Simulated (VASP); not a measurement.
A run of VASP 6.6.1:

Contents of INCAR:

```
SYSTEM = HfSi
PREC     = Accurate       ! precision mode
ENCUT    = 500            ! plane-wave cutoff, eV
EDIFF    = 1E-6           ! SCF threshold, eV
ISMEAR   = -1             ! smearing method
SIGMA    = 0.1            ! smearing width, eV
LREAL    = .FALSE.        ! projectors in reciprocal space
LASPH    = .TRUE.         ! aspherical terms in the spheres
NELM     = 120            ! most SCF steps
ALGO     = Normal         ! electronic algorithm
ISIF     = 2              ! what is computed and relaxed
LWAVE    = .FALSE.        ! write WAVECAR
LCHARG   = .FALSE.        ! write CHGCAR
GGA      = PS             ! functional
NBANDS   = 14             ! bands
GGA_COMPAT= .FALSE.
```

The input KPOINTS:

```
regular mesh
0
G
  15 15 13
  0 0 0
```

POSCAR

```
HfSi
1.0
    2.4586318734      0.0000000000      0.0000000000
   -1.2293159367      2.1292376609      0.0000000000
    0.0000000000      0.0000000000      3.9099397134
Hf Si
1 1
Direct
    0.0000000000      0.0000000000      0.0000000000
    0.3333333333      0.6666666667      0.5000000000
```

Potentials or basis: VASP PAW PBE potentials, release 64 (Hf_pv, Si).

Run with:

```bash
$ cat potpaw_PBE.64/Hf_pv/POTCAR potpaw_PBE.64/Si/POTCAR > POTCAR
$ mpirun -np 1 vasp_std > vasp.out
```

Hardware: 1 thread of Intel(R) Xeon(R) Platinum 8488C (Sapphire Rapids) (shared host).

Problem. How long does it take, and how much memory?

Solution. It took 61 s on 1 thread of Intel(R) Xeon(R) Platinum 8488C (Sapphire Rapids), with other jobs on the host, peak memory 0.17 GiB. Counts: scf iterations 11, k points 189.
